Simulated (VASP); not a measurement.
Crystal: CoSi2.

```
Co Si
1.0
     3.73842    0.00000    0.00000
     0.00000    3.73842    0.00000
     0.00000    0.00000    2.79962
Co Si
1 2
Direct
  0.50000 0.50000 0.00000
  0.00000 0.50000 0.50000
  0.50000 0.00000 0.50000
```

```yaml
Program: VASP 6.6.1
Task: relaxation of cell and atoms
Functional: PBE
Potentials_or_basis: VASP PAW PBE potentials, release 64 (Co, Si)
Cutoff: 600 eV
k_mesh: 6 × 6 × 6
Occupations: gaussian, width 0.1 eV
Spin: no spin polarisation
```

At the start: pressure -0.1 GPa; volume 13.04 Å³/atom.

Task: How do energy, volume and symmetry change on relaxing?

Result: Over 8 steps the energy falls by 10.4 meV/atom and the volume is 13.06 Å³/atom (+0.1 %); space group P4/mmm (No. 123, to 0.05 Å).

The path:
```csv
step,energy change (eV),largest force (eV/Å),pressure (GPa),volume (Å³)
1,0.0000,0.0000,-0.06,39.13
2,-0.0187,0.0000,0.24,39.09
3,-0.0279,0.0000,0.43,39.05
4,-0.0223,0.0000,1.10,38.91
5,-0.0306,0.0000,0.56,39.01
6,-0.0307,0.0000,0.68,39.00
7,-0.0303,0.0000,-0.96,39.42
8,-0.0311,0.0000,-0.04,39.17
```

Final structure:
```
CELL_PARAMETERS angstrom
3.82557 0.00000 0.00000
0.00000 3.82557 0.00000
0.00000 0.00000 2.67647
ATOMIC_POSITIONS crystal
Co 0.50000 0.50000 0.00000
Si 0.00000 0.50000 0.50000
Si 0.50000 0.00000 0.50000
```

Caveat: the k points lie up to 0.39 Å⁻¹ apart in the final cell.
